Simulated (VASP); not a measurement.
Runs of VASP 6.6.1 on BaZrO3. The structure is that of space group Pm-3m (No. 221), or close to it. The cells are those of the table. 

```csv
task,level,cell,cutoff (eV),gap on the mesh (eV),pressure (GPa),relaxed volume (Å³/atom)
single point,RPBE,"a = 4.261 Å, 5 atoms",520,3.12,(b),-
relaxation of cell and atoms,PBE+D3(BJ),"relaxed from a = 4.191 Å, 5 atoms",600,3.16,0.0,14.93
single point,r2SCAN+D4,"a = 4.198 Å, 5 atoms",520,(a),1.0,-
relaxation of cell and atoms,r2SCAN+D4,"relaxed from a = 4.191 Å, 5 atoms",600,3.68,0.0,14.88
relaxation of cell and atoms,RPBE,"relaxed from a = 4.191 Å, 5 atoms",600,3.11,0.0,15.56
```

Alike in all rows: potentials or basis VASP PAW PBE potentials, release 64 (Ba_sv, Zr_sv, O); no spin polarisation; k mesh 6 × 6 × 6; smearing gaussian 0.01 eV.

**Question.** Fill in the values left out.

**Answer.** (a) 3.69; (b) 0.8.

Caveats: spin-orbit coupling is left out, which moves the levels of the heavy elements; the PAW data sets were made with another functional, which shifts forces and pressure a little (some runs).

A k mesh can miss the band edges, and the runs leave out spin-orbit coupling on Ba, Zr.
